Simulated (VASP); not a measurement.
Wanted: the native input for a VASP 6.6.1 run.

```yaml
Task: single point
Functional: r2SCAN
Potentials_or_basis: VASP PAW PBE potentials, release 64 (B, N)
Cutoff: 520 eV
k_mesh: 12 × 12 × 12
Occupations: gaussian, width 0.05 eV
Spin: no spin polarisation
Dipole_correction: no
Further_INCAR_settings: ALGO = Normal; EDIFF = 1e-06; NBANDS = 11
```

Crystal: BN.

```xyz
2
Lattice="0.0000 3.4953 2.1661 1.2516 0.0000 2.1661 1.2516 3.4953 0.0000" Properties=species:S:1:pos:R:3 pbc="T T T"
B     1.2516    3.4953    0.0002
N     0.8274    3.0711    2.8881
```

This cell differs from its parent crystal: atom 2 (N) moved by (-0.600, +0.000) A along [1 1 0] and z.

One way to write it, as run:

POSCAR

```
BN
1.0
    0.0000000000      3.4953158300      2.1660912400
    1.2516321000      0.0000000000      2.1660912400
    1.2516321000      3.4953158300      0.0000000000
B N
1 1
Direct
    0.0000486500      0.0000486500      0.9999513500
    0.7754452985      0.5578573815      0.1031739481
```

INCAR.step1

```
  ALGO = Normal
  EDIFF = 1E-4
  ENCUT = 520
  GGA = PE
  ISMEAR = 0
  LASPH = T
  LCHARG = F
  LREAL = F
  LWAVE = T
  NBANDS = 11
  NELM = 80
  PREC = Accurate
  SIGMA = 0.05
```

INCAR.step2

```
  ALGO = Normal
  EDIFF = 1E-6
  ENCUT = 520
  ISIF = 2
  ISMEAR = 0
  ISTART = 1
  LASPH = T
  LCHARG = F
  LMIXTAU = T
  LREAL = F
  LWAVE = F
  METAGGA = R2SCAN
  NBANDS = 11
  NELM = 80
  PREC = Accurate
  SIGMA = 0.05
```

KPOINTS

```
k-points
0
Gamma
  12 12 12
```

Potentials or basis: VASP PAW PBE potentials, release 64 (B, N).

Run with:

```console
$ cat potpaw_PBE.64/B/POTCAR potpaw_PBE.64/N/POTCAR > POTCAR
$ cp INCAR.step1 INCAR
$ mpirun -np 1 vasp_std > vasp.out
$ cp INCAR.step2 INCAR
$ mpirun -np 1 vasp_std > vasp.out
```

It gave:

The pressure is 39.4 GPa, the largest force is 16.581 eV/Å and the band gap on the k mesh is 0.68 eV (least direct gap 0.85 eV).

Caveat: the cell differs from its parent crystal (atom 2 (N) moved by (-0.600, +0.000) A along [1 1 0] and z); the cell stands under pressure; the PAW data sets were made with another functional, which shifts forces and pressure a little.

It took 18 min on 1 thread of AMD EPYC 7R13, with other jobs on the host, peak memory 0.26 GiB.
